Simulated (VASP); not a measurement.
A run of VASP 6.6.1:

Contents of INCAR:

```
PREC = Accurate
ENCUT = 520
EDIFF = 1E-6
ISMEAR = 0
SIGMA = 0.1
LREAL = False
LASPH = True
NELM = 100
ALGO = Normal
ISIF = 2
LWAVE = False
LCHARG = True
GGA = PE
IVDW = 12
LELF = True
LVHAR = True
NBANDS = 15
```

KPOINTS

```
regular mesh
0
Gamma
  18 18 14
```

Contents of POSCAR:

```
TaN
1.0
    2.9285153094      0.0000000000      0.0000000000
   -1.4642576547      2.5361686533      0.0000000000
    0.0000000000      0.0000000000      2.8807935964
Ta N
1 1
Direct
    0.3333333333      0.6666666667      0.5000000000
    0.0000000000      0.0000000000      0.0000000000
```

Potentials or basis: VASP PAW PBE potentials, release 64 (Ta_pv, N).

Launch:

```console
$ cat potpaw_PBE.64/Ta_pv/POTCAR potpaw_PBE.64/N/POTCAR > POTCAR
$ mpirun -np 1 vasp_std > vasp.out
```

Hardware: 1 thread of Intel(R) Xeon(R) 6975P-C (Granite Rapids) (shared host).

Q: How long does it take, and how much memory?

A: Wall time 25 s on 1 thread of Intel(R) Xeon(R) 6975P-C (Granite Rapids), on a shared host, peak memory 0.22 GiB. Counts: scf iterations 13, k points 296.
